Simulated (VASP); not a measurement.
Crystal: Zn2GeN.

```
CELL_PARAMETERS angstrom
3.30968 0.00000 0.00000
-1.65484 2.86627 0.00000
0.00000 0.00000 7.30144
ATOMIC_POSITIONS crystal
Zn 0.00000 0.00000 0.75199
Zn 0.00000 0.00000 0.24801
Ge 0.66667 0.33333 0.50000
N 0.00000 0.00000 0.00000
```

```yaml
Program: VASP 6.6.1
Task: relaxation of cell and atoms
Functional: PBE
Potentials_or_basis: VASP PAW PBE potentials, release 64 (Zn, Ge_d, N)
Cutoff: 600 eV
k_mesh: 18 × 18 × 6
Occupations: gaussian, width 0.1 eV
Spin: no spin polarisation
```

At the start: pressure -0.0 GPa; volume 17.32 Å³/atom.

Task: How do energy, volume and symmetry change on relaxing?

Result: Over 12 steps the energy falls by 4.2 meV/atom and the volume is 16.91 Å³/atom (-2.4 %); space group P-6m2 (No. 187, to 0.05 Å).

The path:
| step | energy change (eV) | largest force (eV/Å) | pressure (GPa) | volume (Å³) |
| --- | --- | --- | --- | --- |
| 1 | 0.0000 | 0.0767 | -0.01 | 69.26 |
| 2 | -0.0053 | 0.2760 | -1.10 | 69.25 |
| 3 | -0.0060 | 0.1871 | -0.75 | 69.25 |
| 4 | -0.0119 | 0.1369 | -0.37 | 68.48 |
| 5 | -0.0150 | 0.0821 | 0.13 | 67.68 |
| 6 | -0.0114 | 0.0339 | 1.28 | 66.09 |
| 7 | -0.0154 | 0.0535 | 0.42 | 67.29 |
| 8 | -0.0164 | 0.0647 | -0.05 | 67.46 |
| 9 | -0.0164 | 0.0656 | -0.01 | 67.45 |
| 10 | -0.0166 | 0.0451 | 0.14 | 67.51 |
| 11 | -0.0167 | 0.0019 | 0.11 | 67.49 |
| 12 | -0.0167 | 0.0033 | 0.00 | 67.62 |

Final structure:
```cif
data_structure
_symmetry_space_group_name_H-M 'P 1'
_symmetry_Int_Tables_number 1
_cell_length_a 3.2388
_cell_length_b 3.2388
_cell_length_c 7.4437
_cell_angle_alpha 90.000
_cell_angle_beta 90.000
_cell_angle_gamma 120.000
_cell_volume 67.62
loop_
_atom_site_label
_atom_site_type_symbol
_atom_site_fract_x
_atom_site_fract_y
_atom_site_fract_z
_atom_site_occupancy
Zn1 Zn 0.00000 0.00000 0.75551 1
Zn2 Zn 0.00000 0.00000 0.24449 1
Ge1 Ge 0.66667 0.33333 0.50000 1
N1 N 0.00000 0.00000 0.00000 1
```
